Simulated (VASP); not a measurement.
Pb: relaxation of shape and atoms at fixed volume with PBEsol

Pb:

```
Pb
1.0
     3.38533    0.00000    0.00000
    -1.69266    2.93178    0.00000
     0.00000    0.00000    5.66333
Pb
2
Direct
  0.33333 0.66667 0.25000
  0.66667 0.33333 0.75000
```

This isn't the form of Pb at room conditions, which is fcc.

```
Program                : VASP 6.6.1
Task                   : relaxation of shape and atoms at fixed volume
Functional             : PBEsol
Potentials or basis    : VASP PAW PBE potentials, release 64 (Pb_d)
Cutoff                 : 600 eV
k mesh                 : 12 × 12 × 8
Occupations            : gaussian, width 0.1 eV
Spin                   : no spin polarisation
Dipole correction      : no
Further INCAR settings : ALGO = Fast; EDIFF = 1e-07; IBRION = 2; EDIFFG = -0.01; NSW = 50; ISIF = 4
```

```yaml
Energy_gained_by_relaxing: 0.0 meV/atom
Ionic_steps: 2
Pressure_after_relaxing: 3.3 GPa
Band_gap_on_the_k_mesh: zero (bands 14 and 15 overlap by 8.58 eV)
```

Final structure:
```cif
data_structure
_symmetry_space_group_name_H-M 'P 1'
_symmetry_Int_Tables_number 1
_cell_length_a 3.3863
_cell_length_b 3.3863
_cell_length_c 5.6599
_cell_angle_alpha 90.000
_cell_angle_beta 90.000
_cell_angle_gamma 120.000
_cell_volume 56.21
loop_
_atom_site_label
_atom_site_type_symbol
_atom_site_fract_x
_atom_site_fract_y
_atom_site_fract_z
_atom_site_occupancy
Pb1 Pb 0.33333 0.66667 0.25000 1
Pb2 Pb 0.66667 0.33333 0.75000 1
```

Levels at points of the mesh, in eV from the Fermi level:
```
           k point  band 10  band 11  band 12  band 13  band 14  band 15  band 16  band 17  band 18
(0.00, 0.00, 0.00)   -16.68   -12.26    -8.38    -4.61     6.33     6.33     7.71     8.21     8.21
(0.50, 0.00, 0.00)   -16.63    -8.31    -7.09    -3.11    -1.74    -0.54     1.80     2.37     6.04
(0.00, 0.00, 0.50)   -16.75   -11.00   -11.00     0.62     0.62     7.22     7.22     7.22     7.22
(0.50, 0.00, 0.50)   -16.64    -7.46    -7.46    -3.99    -3.99     3.69     3.69     3.79     3.79
```

It took 2 min on 1 thread of Intel(R) Xeon(R) Platinum 8488C (Sapphire Rapids), on a shared host, peak memory 0.25 GiB.

Caveat: the PAW data sets were made with another functional, which shifts forces and pressure a little; spin-orbit coupling is left out, which moves the levels of the heavy elements.
